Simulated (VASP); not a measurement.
Here is a VASP 6.6.1 calculation.

The input INCAR:

```
ALGO = Normal
EDIFF = 1E-8
ENCUT = 520
GGA = PS
ISIF = 2
ISMEAR = -1
LASPH = T
LCHARG = F
LEFG = T
LREAL = F
LWAVE = F
NBANDS = 15
NELM = 80
PREC = Accurate
SIGMA = 0.08
```

The input KPOINTS:

```
k-points
0
Gamma
  9 9 9
```

Contents of POSCAR:

```
BaS
1.0
    0.0000000000      3.5161364223      3.5161364223
    3.5161364223      0.0000000000      3.5161364223
    3.5161364223      3.5161364223      0.0000000000
Ba S
1 1
Direct
    0.0000000000      0.0000000000      0.0000000000
    0.2500000000      0.2500000000      0.2500000000
```

Potentials or basis: VASP PAW PBE potentials, release 64 (Ba_sv, S).

Command:

```bash
$ cat potpaw_PBE.64/Ba_sv/POTCAR potpaw_PBE.64/S/POTCAR > POTCAR
$ mpirun -np 1 vasp_std > vasp.out
```

(1) Estimate the band gap on the k mesh.

(2) Estimate the pressure.

Answers

(1) 2.66 eV (least direct gap 3.33 eV).

(2) -0.7 GPa.

Caveat: the PAW data sets were made with another functional, which shifts forces and pressure a little; spin-orbit coupling is left out, which moves the levels of the heavy elements; an odd mesh through Γ misses points on the zone boundary, where band edges can lie.
